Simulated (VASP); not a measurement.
# H20CO12 in VASP: a series of runs, part 2 of 2

VASP 6.6.1. Earlier steps stand in the parts before.

## 4. Single point, PBE+D3(BJ)

File INCAR:

```
SYSTEM = H20CO12
PREC = Accurate
ENCUT = 1000
EDIFF = 1E-6
ISMEAR = -1
SIGMA = 0.05
LREAL = Auto
LASPH = .True.
NELM = 120
ALGO = Normal
ISIF = 2
LWAVE = .False.
LCHARG = .False.
GGA = PE
IVDW = 12
NBANDS = 70
GGA_COMPAT = .False.
```

File KPOINTS:

```
Automatic mesh
0
Gamma
  1 1 1
  0 0 0
```

File POSCAR:

```
H20CO12
1.0
    7.3839930000      0.0000000000      0.0000000000
    0.0000000000      7.3839930000      0.0000000000
    0.0000000000      0.0000000000      7.3839930000
O H C
12 20 1
Direct
    0.5738900348      0.1813246573      0.2788328754
    0.0788597714      0.1806475169      0.2184319514
    0.5412924958      0.7669833923      0.4499056269
    0.7304448961      0.5711950160      0.7744590224
    0.3262462464      1.0056753846      0.6947460541
    0.8343046912      0.7587087366      0.1577466284
    0.5387058195      0.2452602542      0.9135978325
    0.3417527617      0.4251764594      0.4267203395
    0.8862684458      0.0631365712      0.9206942639
    0.9820973557      0.9329775909      0.5190822906
    0.0894231617      0.5099408951      0.8392478162
    0.3339385614      0.6485515357      0.9836412358
    0.5400465575      0.0615385199      0.3109157877
    0.5517881721      0.1877033199      0.1445559334
    0.2037244618      0.2265576362      0.2205446294
    0.0458153197      0.1434860515      0.0907368141
    0.4541174403      0.6737953300      0.4052414459
    0.6452335478      0.7499194541      0.3609429207
    0.8482537836      0.5253526107      0.7467910655
    0.6901956706      0.6496078748      0.6739172153
    0.4239576067      0.9471162825      0.6261381884
    0.2050651998      0.9663199843      0.6542124295
    0.8555127287      0.8830994287      0.1106311991
    0.7899113664      0.6997975215      0.0486863950
    0.4402089764      0.2037921759      0.8368642820
    0.5608889391      0.3734835610      0.8799033260
    0.2277629461      0.3711812836      0.4543205824
    0.4258265142      0.3263139605      0.3844396927
    0.7680532742      0.1356176800      0.9085463651
    0.9223735721      0.0298483490      0.7944482071
    1.0142208965      1.0363227592      0.4422810260
    0.9256373889      0.8650468656      0.4242961769
    0.2118636895      0.5763412831      0.9098329319
```

Potentials or basis: VASP PAW PBE potentials, release 64 (O_h, H_h, C_h).

Run with:

```
$ cat potpaw_PBE.64/O_h/POTCAR potpaw_PBE.64/H_h/POTCAR potpaw_PBE.64/C_h/POTCAR > POTCAR
$ mpirun -np 1 vasp_gam > vasp.out
```

OUTCAR:

```text
SYSTEM = H20CO12
   PREC = Accurate
   ENCUT = 1000
   EDIFF = 1E-6
   ISMEAR = -1
   LREAL = Auto
   LASPH = .True.
   NELM = 120
   ISIF = 2
   GGA = PE
   IVDW = 12
 IVDW          = 12

 ion  position               nearest neighbor table
   1  0.574  0.181  0.279-  13 0.95  14 1.01
   2  0.079  0.181  0.218-  15 0.98  16 1.01
   3  0.541  0.767  0.450-  17 1.00  18 1.02
   4  0.730  0.571  0.774-  19 0.96  20 0.99
   5  0.326  0.006  0.695-  21 0.98  22 0.99
   6  0.834  0.759  0.158-  24 0.97  23 0.99
   7  0.539  0.245  0.914-  25 0.97  26 0.99
   8  0.342  0.425  0.427-  27 0.95  28 1.01
   9  0.886  0.063  0.921-  30 1.00  29 1.03
  10  0.982  0.933  0.519-  32 0.96  31 0.98
  11  0.089  0.510  0.839-  33 1.15
  12  0.334  0.649  0.984-  33 1.18
  13  0.540  0.062  0.311-   1 0.95
  14  0.552  0.188  0.145-   1 1.01
  15  0.204  0.227  0.221-   2 0.98
  16  0.046  0.143  0.091-   2 1.01
[... 14 lines left out ...]
  31  0.014  0.036  0.442-  10 0.98
  32  0.926  0.865  0.424-  10 0.96
  33  0.212  0.576  0.910-  11 1.15  12 1.18

  LATTYP: Found a simple cubic cell.
 ALAT       =     7.3839930000

  Lattice vectors:

 A1 = (   7.3839930000,   0.0000000000,   0.0000000000)
 A2 = (   0.0000000000,   7.3839930000,   0.0000000000)
 A3 = (   0.0000000000,   0.0000000000,   7.3839930000)

Analysis of symmetry for initial positions (statically):
=====================================================================
 Subroutine PRICEL returns:
 Original cell was already a primitive cell.

 Routine SETGRP: Setting up the symmetry group for a
 simple cubic supercell.

 Subroutine GETGRP returns: Found  1 space group operations
 (whereof  1 operations were pure point group operations)
 out of a pool of 48 trial point group operations.

The static configuration has the point symmetry C_1 .

Analysis of symmetry for dynamics (positions and initial velocities):
=====================================================================
[... 171 lines left out ...]
  Thomas-Fermi vector in A             =   2.148445
   LORBIT       =      0    0 simple, 1 ext, 2 COOP (PROOUT), +10 PAW based schemes
   GGA     = PE    functional components
   LHFCALC =     F    Hartree Fock is set to
   AEXX    =    0.0000 exact exchange contribution
   IVDW    =    12    specifies the selected vdW correction
   LEPSILON=     F    determine dielectric tensor
   LRPA    =     F    only Hartree local field effects (RPA)
 non-spin polarized calculation
  energy-cutoff  :     1000.00
  volume of cell :      402.60
 maximum number of plane-waves:     14444
 NGX is ok and might be reduce to    80
   NGX = 39   NGY = 39   NGZ = 39

 number of electron      96.0000001 magnetization

 Free energy of the ion-electron system (eV)
  ---------------------------------------------------
  ext. energy  EPLUGINS =         0.00000000
  ---------------------------------------------------
  free energy    TOTEN  =      -169.62136194 eV

  energy without entropy =     -169.62136194  energy(sigma->0) =     -169.62136194

 E-fermi :  -2.4497     XC(G=0):  -6.3627

 val. band max:       -3.7267221082   @ k =   0.0000   0.0000   0.0000
 cond. band min:       0.8208626738   @ k =   0.0000   0.0000   0.0000
 fundamental gap:      4.5475847820
 Fermi energy:        -2.4496920729

 k-point     1 :       0.0000    0.0000    0.0000
  band No.  band energies     occupation
      1     -26.2031      2.00000
      2     -24.9704      2.00000
      3     -22.6507      2.00000
      4     -22.5604      2.00000
      5     -22.2028      2.00000
      6     -22.1411      2.00000
[... 52 lines left out ...]
     59       5.5764      0.00000
     60       5.7178      0.00000
 [bands above 60 left out]

------------------------ aborting loop because EDIFF is reached ----------------------------------------

 Edisp (eV)   -1.01306

 E8    (eV) :    -0.2107

  FORCE on cell =-STRESS in cart. coord.  units (eV):
  Direction    XX          YY          ZZ          XY          YZ          ZX
  --------------------------------------------------------------------------------------
  -------------------------------------------------------------------------------------
  Total      -2.78277    -1.45787    -5.98531     1.58423    -0.19794     0.72386
  in kB     -11.07426    -5.80169   -23.81900     6.30455    -0.78771     2.88067
  external pressure =      -13.56 kB  Pullay stress =        0.00 kB

 VOLUME and BASIS-vectors are now :
 -----------------------------------------------------------------------------
  energy-cutoff  :     1000.00
  volume of cell :      402.60
      direct lattice vectors                 reciprocal lattice vectors
     7.383993000  0.000000000  0.000000000     0.135428081  0.000000000  0.000000000
     0.000000000  7.383993000  0.000000000     0.000000000  0.135428081  0.000000000
     0.000000000  0.000000000  7.383993000     0.000000000  0.000000000  0.135428081

 POSITION                                       TOTAL-FORCE (eV/Angst)
 -----------------------------------------------------------------------------------
      4.23760      1.33890      2.05890        -0.028763      0.969660     -0.995525
      0.58230      1.33390      1.61290         0.240713     -0.147733     -0.513436
      3.99690      5.66340      3.32210         0.858344     -0.662891     -1.269796
      5.39360      4.21770      5.71860        -1.214108      0.528265      0.254438
      2.40900      0.04191      5.13000        -0.033399      0.454296      0.425455
      6.16050      5.60230      1.16480         0.037240      0.800503      0.185623
[... 25 lines left out ...]
      6.83490      6.38750      3.13300        -0.447611     -1.162318     -0.338568
      1.56440      4.25570      6.71820         2.160609      1.649568      1.552025
 -----------------------------------------------------------------------------------
    total drift:                                0.002036     -0.005291     -0.001175

  FREE ENERGIE OF THE ION-ELECTRON SYSTEM (eV)
  ---------------------------------------------------
  free  energy   TOTEN  =      -170.6344203797 eV

  energy  without entropy=     -170.6344203797  energy(sigma->0) =     -170.63442038
```

Wall time 2.9 min (1 thread of AMD EPYC 7R13 (Zen 3), shared host); peak memory 0.87 GiB.

What came out:

| Property | Result |
| --- | --- |
| Free energy | -170.6344 eV |
| Pressure | -1.4 GPa |
| Largest force | 3.130 eV/Å |
| Band gap on the k mesh | 4.55 eV |
| Dispersion energy per atom | -0.031 eV |

Forces on the atoms (eV/Å):
```
O   -0.029  0.970 -0.996
O    0.241 -0.148 -0.513
O    0.858 -0.663 -1.270
O   -1.214  0.528  0.254
O   -0.033  0.454  0.425
O    0.037  0.801  0.186
O    0.416  0.849  0.182
O    1.018  0.255 -0.320
O   -0.877  0.616 -0.983
O    0.295  0.849  0.343
O   -1.038 -1.015 -0.901
O   -0.823 -0.688 -0.591
H   -0.250 -1.309  0.455
H    0.160  0.195  0.656
H   -0.555 -0.249 -0.357
H    0.226  0.393  0.983
H    0.275  0.282  0.581
H   -0.958  0.363  0.670
H    0.580 -0.084 -0.300
H    0.061 -0.381  0.190
H   -0.750 -0.233 -0.158
H    0.860 -0.227 -0.360
H   -0.068 -0.490  0.015
H   -0.162 -0.350 -0.181
H   -0.273 -0.585 -0.423
H    0.202 -0.448 -0.007
H   -0.639 -0.318  0.204
H   -0.242  0.314  0.165
H    1.189 -0.833 -0.015
H   -0.500  0.179  0.881
H    0.280  0.487 -0.028
H   -0.448 -1.162 -0.339
C    2.161  1.650  1.552
```

Stress tensor (GPa, compression positive):
```
-1.11  0.63  0.29
 0.63 -0.58 -0.08
 0.29 -0.08 -2.38
```

Levels at points of the mesh, in eV from the valence-band top:
```tsv
k point	band 44	band 45	band 46	band 47	band 48	band 49	band 50	band 51	band 52	band 53
(0.00, 0.00, 0.00)	-0.44	-0.40	-0.34	-0.22	0.00	4.55	6.27	6.37	7.27	7.50
```

Caveat: the k points lie up to 0.85 Å⁻¹ apart, too coarse for converged energies, forces and pressures; the atoms stand as in a frame of molecular dynamics.

## 5. Single point, PBE+D3(BJ)

INCAR is that of step 4.

KPOINTS is that of step 4.

File POSCAR:

```
H20CO12
1.0
    7.3839930000      0.0000000000      0.0000000000
    0.0000000000      7.3839930000      0.0000000000
    0.0000000000      0.0000000000      7.3839930000
O H C
12 20 1
Direct
    0.5733076941      0.2319341310      0.2624731632
    0.1219665295      0.1584914829      0.2203144017
    0.5520725710      0.7967233988      0.4229554389
    0.7296458705      0.5673488585      0.6878392219
    0.3685675217      1.0743374215      0.5914415141
    0.8122705425      0.7498788257      0.1469800960
    0.5311353898      0.2734428378      0.8901146033
    0.3302955461      0.4680936182      0.3844261499
    0.8702337611     -0.0004062842      0.8811763500
    0.9824088403      0.9381238579      0.4974002548
    0.0990791839      0.4841418457      0.8701254186
    0.3344396453      0.6405071077      1.0133135283
    0.5421456927      0.1306474695      0.3400599107
    0.5337085233      0.1994584773      0.1356718513
    0.1481312347      0.2870127315      0.2403442148
    0.0485509669      0.1385293838      0.1119042231
    0.4570968580      0.7067449820      0.4125003910
    0.6334377619      0.7936898098      0.3064737467
    0.7496079696      0.5212762255      0.5612004237
    0.6679312941      0.6817720439      0.6578419021
    0.4380150415      0.9621894279      0.5494317235
    0.2409807268      1.0430941633      0.5851170227
    0.8205858267      0.8043344570      0.0231446590
    0.8214931948      0.6208429504      0.1118635947
    0.4497431132      0.2150868778      0.8001768149
    0.6024382743      0.3639765097      0.8176605801
    0.2745804336      0.3891661327      0.4724950308
    0.4248514320      0.3949759974      0.3198269554
    0.7690825276      0.0843987799      0.8655479495
    0.9276958957      0.0000406284      0.7598598753
    1.0105101671      0.9986060388      0.3743367579
    0.9400198510      0.8149520185      0.4715876627
    0.2220072527      0.5618775641      0.9342506148
```

Run with:

```
$ cat potpaw_PBE.64/O_h/POTCAR potpaw_PBE.64/H_h/POTCAR potpaw_PBE.64/C_h/POTCAR > POTCAR
$ mpirun -np 1 vasp_gam > vasp.out
```

It took 3.4 min on 1 thread of AMD EPYC 7R43 (Zen 3), shared host; peak memory 0.85 GiB.

Results (log left out):

```yaml
Free_energy: -170.5110 eV
Pressure: -2.2 GPa
Largest_force: 1.908 eV/Å
Band_gap_on_the_k_mesh: 4.51 eV
Dispersion_energy_per_atom: -0.031 eV
```

Forces in eV/Å, atoms in the order of the input:
```
O   -0.092 -0.049 -1.261
O   -0.131 -0.478  0.051
O    1.456  0.578 -1.051
O    0.077 -0.286 -1.466
O    0.808 -0.598  0.122
O    0.041 -1.048 -1.002
O    0.276  0.222 -0.970
O   -0.310  0.638 -0.479
O    0.164  0.405 -0.582
O    0.315  0.421 -1.143
O    0.263 -0.061 -0.315
O    0.129  0.071 -0.495
H   -0.222 -0.110  0.029
H    0.500  0.405  1.012
H   -0.191 -0.191 -0.317
H    0.111  0.453  0.008
H   -0.265 -0.644 -0.459
H   -1.192 -0.210  1.475
H   -0.196  0.242  1.397
H    0.009 -0.251  0.083
H   -0.709  1.033  0.157
H   -0.164 -0.360 -0.206
H   -0.013  0.575  0.649
H   -0.189  0.539  0.570
H    0.435 -0.026  0.104
H   -0.564 -0.377  0.538
H    0.321 -0.245  0.249
H   -0.092 -0.355  0.505
H   -0.083 -0.072  0.227
H   -0.239 -0.253  0.268
H   -0.245 -0.622  1.575
H    0.233  0.576 -0.075
C   -0.243  0.078  0.801
```

Stress tensor (GPa, compression positive):
```
-1.44 -0.33  0.86
-0.33 -1.73 -0.47
 0.86 -0.47 -3.42
```

Levels at points of the mesh, in eV from the valence-band top:
```csv
k point,band 46,band 47,band 48,band 49,band 50,band 51
"(0.00, 0.00, 0.00)",-0.19,-0.15,0.00,4.51,6.33,6.66
```

Caveat: the k points lie up to 0.85 Å⁻¹ apart, too coarse for converged energies, forces and pressures.

## 6. The runs side by side

| cell | gap on the mesh (eV) | pressure (GPa) | largest force (eV/Å) |
| --- | --- | --- | --- |
| as given, atomic positions A | 4.32 | -0.7 | 3.09 |
| as given, atomic positions B | 4.45 | -1.2 | 2.57 |
| as given, atomic positions C | 4.55 | -1.4 | 3.13 |
| as given, atomic positions D | 4.51 | -2.2 | 1.91 |

Alike in all rows: task single point; level PBE+D3(BJ); potentials or basis VASP PAW PBE potentials, release 64 (O_h, H_h, C_h); no spin polarisation; k mesh 1 × 1 × 1; cutoff (eV) 1000; smearing fermi-dirac 0.05 eV.

Caveats: all runs use coarse meshes; the atoms stand as in a frame of molecular dynamics (at least some runs).

Total energies depend on the potentials used, so only differences within one code and one set of settings carry meaning.
